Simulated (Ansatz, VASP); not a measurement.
## Ag: VASP beside Ansatz

```
Ag
1.0
    -1.60181    1.60181    1.60181
     1.60181   -1.60181    1.60181
     1.60181    1.60181   -1.60181
Ag
1
Cartesian
  0.0000 0.0000 0.0000
```

Alike in both runs: task single point; functional LDA; k mesh 20 × 20 × 20; occupations fermi-dirac, width 0.15 eV; no spin polarisation.

|  | VASP | Ansatz |
| --- | --- | --- |
| version | VASP 6.6.1 | Ansatz 0.2.0 |
| potentials or method | VASP PAW LDA potentials, release 64 (Ag), cutoff 520 eV | scalar-relativistic, plane waves, PAW |
| valence electrons in the cell | 11 | 19 |

VASP gave:

* gap on the k mesh at the Fermi level (eV): none
* pressure (GPa): -2.4

Problem. Estimate Ansatz's values.

Solution. gap on the k mesh at the Fermi level (eV): none; pressure (GPa): -2.5.

LDA's correlation is that of Perdew and Zunger in VASP and of Perdew and Wang (1992) in Ansatz. A gap of «none» marks a metal or a gap that the smearing closes. VASP's potentials hold 11 valence electrons a cell and Ansatz's 19, so a difference there can come from the potentials and not from the codes.
